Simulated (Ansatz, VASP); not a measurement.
## AlCu in VASP and in Ansatz

File INCAR:

```
SYSTEM = AlCu
PREC     = Accurate       ! precision mode
ENCUT    = 520            ! plane-wave cutoff, eV
EDIFF    = 1E-6           ! SCF threshold, eV
ISMEAR   = 0              ! smearing method
SIGMA    = 0.15           ! smearing width, eV
LREAL    = .FALSE.        ! projectors in reciprocal space
LASPH    = .TRUE.         ! aspherical terms in the spheres
NELM     = 80             ! most SCF steps
ALGO     = Fast           ! electronic algorithm
ISIF     = 2              ! what is computed and relaxed
LWAVE    = .FALSE.        ! write WAVECAR
LCHARG   = .FALSE.        ! write CHGCAR
GGA      = PS             ! functional
NBANDS   = 14             ! bands
```

The input KPOINTS:

```
Automatic mesh
0
G
  16 16 16
  0 0 0
```

File POSCAR:

```
AlCu
1.0
    2.9975090000     -0.0599501800      0.0000000000
   -0.0599501800      2.9975090000      0.0000000000
    0.0000000000      0.0000000000      2.9975090000
Al Cu
1 1
Direct
    0.0000000000      0.0000000000      0.0000000000
    0.5000000000      0.5000000000      0.5000000000
```

Input for Ansatz:

```yaml
crystal:
  lattice:
    - [2.997509, -0.05995018, 0.0]
    - [-0.05995018, 2.997509, 0.0]
    - [0.0, 0.0, 2.997509]
  atoms:
    - { symbol: Al, position: [0.0, 0.0, 0.0] }
    - { symbol: Cu, position: [0.5, 0.5, 0.5] }
basis:
  ecutwfc: 420
kpoints:
  mp_grid: { grid: [16, 16, 16] }
hamiltonian:
  xc: pbesol
scf:
  occupations: { method: gaussian, width: 0.15 }
output:
  forces: true
  stress: true
  eigenvalues: true
```

Change from the starting cell: strain -0.0400 x Voigt [0, 0, 0, 0, 0, 1], atoms carried along.

Alike in both runs: task single point; functional PBEsol; k mesh 16 × 16 × 16; occupations gaussian, width 0.15 eV; no spin polarisation.

|  | VASP | Ansatz |
| --- | --- | --- |
| version | VASP 6.6.1 | Ansatz 0.2.0 |
| potentials or method | VASP PAW PBE potentials, release 64 (Al, Cu), cutoff 520 eV | scalar-relativistic, plane waves, PAW |
| valence electrons in the cell | 14 | 22 |

|  | VASP | Ansatz | Ansatz less VASP |
| --- | --- | --- | --- |
| gap on the k mesh at the Fermi level (eV) | none | none | - |
| pressure (GPa) | -4.3 | -4.6 | -0.33 |
| traceless stress, the component that is largest in VASP (GPa) | 1.45 | 1.45 | -0.002 |

VASP's potentials were made for PBE, not for PBEsol. A gap of «none» marks a metal or a gap that the smearing closes. VASP's potentials hold 14 valence electrons a cell and Ansatz's 22, so a difference there can come from the potentials and not from the codes.
